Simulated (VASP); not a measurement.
Input of a VASP 6.6.1 run:

The input INCAR:

```
SYSTEM = Ta2N
ALGO = Normal
EDIFF = 1E-6
ENCUT = 520
GGA = PS
ISIF = 2
ISMEAR = -1
LASPH = .TRUE.
LCHARG = .FALSE.
LREAL = .FALSE.
LWAVE = .FALSE.
NBANDS = 20
NELM = 100
PREC = Accurate
SIGMA = 0.1
```

File KPOINTS:

```
k-points
0
G
  6 6 3
  0 0 0
```

POSCAR

```
Ta2N
1.0
    3.1128615100      0.0000000000      0.0000000000
   -1.5564307550      2.6958171461      0.0000000000
    0.0000000000      0.0000000000      4.8698410000
Ta N
2 1
Direct
    0.6666666667      0.3333333333      0.7452890000
    0.3333333333      0.6666666667      0.2547110000
    0.0000000000      0.0000000000      0.0000000000
```

Potentials or basis: VASP PAW PBE potentials, release 64 (Ta_pv, N).

The run is started by

```console
$ cat potpaw_PBE.64/Ta_pv/POTCAR potpaw_PBE.64/N/POTCAR > POTCAR
$ mpirun -np 1 vasp_std > vasp.out
```

Task: Predict the largest force.

Result: 0.247 eV/Å.

Task: Predict the pressure.

Result: -8.6 GPa.

Forces in eV/Å, atoms in the order of the input:
```
Ta   0.000  0.000  0.247
Ta   0.000  0.000 -0.247
N    0.000  0.000  0.000
```

Caveat: the k points lie up to 0.43 Å⁻¹ apart; the PAW data sets were made with another functional, which shifts forces and pressure a little.
